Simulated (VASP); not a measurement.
# Be2B3 (a cell with a defect) in VASP: notebook, part 2 of 2

VASP 6.6.1. Earlier steps stand in the parts before.

**3. Single point, PBEsol+D4**

Contents of INCAR:

```
PREC     = Accurate       # precision mode
ENCUT    = 520            # plane-wave cutoff, eV
EDIFF    = 1E-6           # SCF threshold, eV
ISMEAR   = -1             # smearing method
SIGMA    = 0.1            # smearing width, eV
LREAL    = False          # projectors in reciprocal space
LASPH    = True           # aspherical terms in the spheres
NELM     = 120            # most SCF steps
ALGO     = Normal         # electronic algorithm
ISIF     = 2              # what is computed and relaxed
LWAVE    = False          # write WAVECAR
LCHARG   = False          # write CHGCAR
GGA      = PS             # functional
IVDW     = 13             # dispersion correction
NBANDS   = 14             # bands
GGA_COMPAT= False
```

Contents of KPOINTS:

```
Automatic mesh
0
Gamma
  2 2 1
```

Contents of POSCAR:

```
Be2B3
1.0
    2.9296900000      0.0000000000      0.0000000000
   -1.4648450000      2.5371860000      0.0000000000
    0.0000000000      0.0000000000      5.7546700000
Be B
2 3
Direct
    0.0000000000      0.0000000000      0.0000000000
    0.0000000000      0.0000000000      0.5000000000
    0.4166664042      0.5833336618      0.2499999131
    0.3333332676      0.6666665353      0.7499999131
    0.6666667324      0.3333334647      0.7499999131
```

Potentials or basis: VASP PAW PBE potentials, release 64 (Be, B).

Launch:

```sh
$ cat potpaw_PBE.64/Be/POTCAR potpaw_PBE.64/B/POTCAR > POTCAR
$ mpirun -np 1 vasp_std > vasp.out
```

OUTCAR:

```text
PREC = Accurate
   ENCUT = 520
   EDIFF = 1E-6
   ISMEAR = -1
   LREAL = False
   LASPH = True
   NELM = 120
   ISIF = 2
   GGA = PS
   IVDW = 13

 ion  position               nearest neighbor table
   1  0.000  0.000  0.000-   3 2.10   3 2.10   5 2.22   4 2.22   4 2.22   5 2.22   5 2.22   4 2.22

   2  0.000  0.000  0.500-   3 2.10   3 2.10   5 2.22   4 2.22   4 2.22   5 2.22   5 2.22   4 2.22

   3  0.417  0.583  0.250-   1 2.10   1 2.10   2 2.10   2 2.10
   4  0.333  0.667  0.750-   5 1.69   5 1.69   5 1.69   2 2.22   2 2.22   2 2.22   1 2.22   1 2.22
                             1 2.22
   5  0.667  0.333  0.750-   4 1.69   4 1.69   4 1.69   2 2.22   2 2.22   2 2.22   1 2.22   1 2.22
                             1 2.22

  LATTYP: Found a hexagonal cell.
 ALAT       =     2.9296900000
 C/A-ratio  =     1.9642590172

  Lattice vectors:

 A1 = (   2.9296900000,   0.0000000000,   0.0000000000)
 A2 = (  -1.4648450000,   2.5371860000,   0.0000000000)
 A3 = (   0.0000000000,   0.0000000000,   5.7546700000)

Analysis of symmetry for initial positions (statically):
=====================================================================
 Subroutine PRICEL returns:
 Original cell was already a primitive cell.

 Routine SETGRP: Setting up the symmetry group for a
 hexagonal supercell.

 Subroutine GETGRP returns: Found  4 space group operations
 (whereof  2 operations were pure point group operations)
 out of a pool of 24 trial point group operations.

The static configuration has the point symmetry C_1h.
 The point group associated with its full space group is C_2v.

Analysis of symmetry for dynamics (positions and initial velocities):
=====================================================================
 Subroutine PRICEL returns:
 Original cell was already a primitive cell.

 Routine SETGRP: Setting up the symmetry group for a
 hexagonal supercell.

 Subroutine GETGRP returns: Found  4 space group operations
[... 120 lines left out ...]
  energy-cutoff  :      520.00
  volume of cell :       42.78
 maximum number of plane-waves:      1161
 NGX is ok and might be reduce to    24
   NGX = 11   NGY = 11   NGZ = 21

 number of electron      13.0000000 magnetization

 Free energy of the ion-electron system (eV)
  ---------------------------------------------------
  ext. energy  EPLUGINS =         0.00000000
  ---------------------------------------------------
  free energy    TOTEN  =       -27.24413550 eV

  energy without entropy =      -27.17335127  energy(sigma->0) =      -27.20874338

 E-fermi :   5.3601     XC(G=0): -10.8653

 val. band max:        5.3433059639   @ k =   0.0000   0.0000   0.0000
 cond. band min:       5.3746948725   @ k =   0.0000   0.0000   0.0000
 fundamental gap:      0.0313889085
 Fermi energy:         5.3600553257

 k-point     1 :       0.0000    0.0000    0.0000
  band No.  band energies     occupation
      1      -8.4180      2.00000
      2      -4.0811      2.00000
      3      -2.4630      2.00000
      4       4.8188      1.99112
      5       5.3433      1.08355
      6       5.3747      0.92693
      7       8.2985      0.00000
      8      10.1010      0.00000
      9      10.4164      0.00000
     10      11.2923      0.00000
     11      12.1147      0.00000
     12      14.3144      0.00000
     13      14.8341      0.00000
     14      15.2872      0.00000
[... 20 lines left out ...]
      1      -4.1306      2.00000
      2      -3.9341      2.00000
      3      -0.3268      2.00000
      4       1.2696      2.00000
      5       1.8531      2.00000
      6       1.9738      2.00000
      7       3.4197      2.00000
      8       7.2065      0.00000
      9       8.6274      0.00000
     10      10.0356      0.00000
     11      11.4399      0.00000
     12      12.9284      0.00000
     13      13.4774      0.00000
     14      14.1383      0.00000

------------------------ aborting loop because EDIFF is reached ----------------------------------------

  DFT-D4 for vdW energy calculation

  Edisp (eV):   -0.52686

  FORCE on cell =-STRESS in cart. coord.  units (eV):
  Direction    XX          YY          ZZ          XY          YZ          ZX
  --------------------------------------------------------------------------------------
  -------------------------------------------------------------------------------------
  Total      -6.31953    -6.25177    -0.68582     0.05868    -0.00000    -0.00000
  in kB    -236.70160  -234.16353   -25.68773     2.19804    -0.00000    -0.00000
  external pressure =     -165.52 kB  Pullay stress =        0.00 kB

 VOLUME and BASIS-vectors are now :
 -----------------------------------------------------------------------------
  energy-cutoff  :      520.00
  volume of cell :       42.78
      direct lattice vectors                 reciprocal lattice vectors
     2.929690000  0.000000000  0.000000000     0.341333042  0.197068721  0.000000000
    -1.464845000  2.537186000  0.000000000     0.000000000  0.394137442  0.000000000
     0.000000000  0.000000000  5.754670000     0.000000000  0.000000000  0.173771910

 POSITION                                       TOTAL-FORCE (eV/Angst)
 -----------------------------------------------------------------------------------
      0.00000      0.00000      0.00000         0.112480     -0.064940     -0.058678
      0.00000      0.00000      2.87733         0.112480     -0.064940      0.058678
      0.36621      1.48003      1.43867        -0.365771      0.211178      0.000000
     -0.00000      1.69146      4.31600        -0.384089      0.221754      0.000000
      1.46485      0.84573      4.31600         0.524900     -0.303051      0.000000
 -----------------------------------------------------------------------------------
    total drift:                                0.000192     -0.000120      0.000187

  FREE ENERGIE OF THE ION-ELECTRON SYSTEM (eV)
  ---------------------------------------------------
  free  energy   TOTEN  =       -27.7709974868 eV

  energy  without entropy=      -27.7002132511  energy(sigma->0) =      -27.73560537
```

OSZICAR:

```text
N       E                     dE             d eps       ncg     rms          rms(c)
DAV:   1     0.168608576764E+02    0.16861E+02   -0.58714E+03    84   0.790E+02
DAV:   2    -0.272603876471E+02   -0.44121E+02   -0.41685E+02   116   0.150E+02
DAV:   3    -0.291318506569E+02   -0.18715E+01   -0.18627E+01   122   0.297E+01
DAV:   4    -0.291423347058E+02   -0.10484E-01   -0.10483E-01   114   0.245E+00
DAV:   5    -0.291424446880E+02   -0.10998E-03   -0.10998E-03   130   0.243E-01    0.630E+00
DAV:   6    -0.273479473498E+02    0.17945E+01   -0.11426E+01   114   0.110E+01    0.252E+00
DAV:   7    -0.272647952985E+02    0.83152E-01   -0.47892E-01   102   0.423E+00    0.152E+00
DAV:   8    -0.272459800094E+02    0.18815E-01   -0.70992E-02   114   0.183E+00    0.427E-01
DAV:   9    -0.272441864577E+02    0.17936E-02   -0.15249E-02   108   0.839E-01    0.747E-02
DAV:  10    -0.272441643222E+02    0.22135E-04   -0.12171E-03   128   0.226E-01    0.273E-02
DAV:  11    -0.272441346874E+02    0.29635E-04   -0.12068E-04   102   0.775E-02    0.871E-03
DAV:  12    -0.272441355013E+02   -0.81389E-06   -0.96905E-06   120   0.225E-02
   1 F= -.27770997E+02 E0= -.27735605E+02  d E =-.707842E-01
```

Run time: 3.6 s. Hardware: 1 thread of Intel Xeon 6975P-C (Granite Rapids), shared host; peak memory 0.15 GiB.

What came out:

- Free energy: -27.7710 eV
- Pressure: -16.6 GPa
- Largest force: 0.606 eV/Å
- Dispersion energy per atom: -0.105 eV

Forces in eV/Å, atoms in the order of the input:
```
Be   0.112 -0.065 -0.059
Be   0.112 -0.065  0.059
B   -0.366  0.211  0.000
B   -0.384  0.222  0.000
B    0.525 -0.303  0.000
```

Stress tensor (GPa, compression positive):
```
-23.67   0.22   0.00
  0.22 -23.42   0.00
  0.00   0.00  -2.57
```

Levels at points of the mesh, in eV from the Fermi level:
```
           k point  band 4  band 5  band 6  band 7  band 8  band 9  band 10  band 11
(0.00, 0.00, 0.00)   -0.54   -0.02    0.01    2.94    4.74    5.06     5.93     6.75
(0.50, 0.00, 0.00)   -4.70   -4.56   -3.33   -0.78    2.47    2.98     4.76     6.37
(0.50, 0.50, 0.00)   -4.09   -3.51   -3.39   -1.94    1.85    3.27     4.68     6.08
```

Caveat: the k points lie up to 1.24 Å⁻¹ apart; the PAW data sets were made with another functional, which shifts forces and pressure a little.
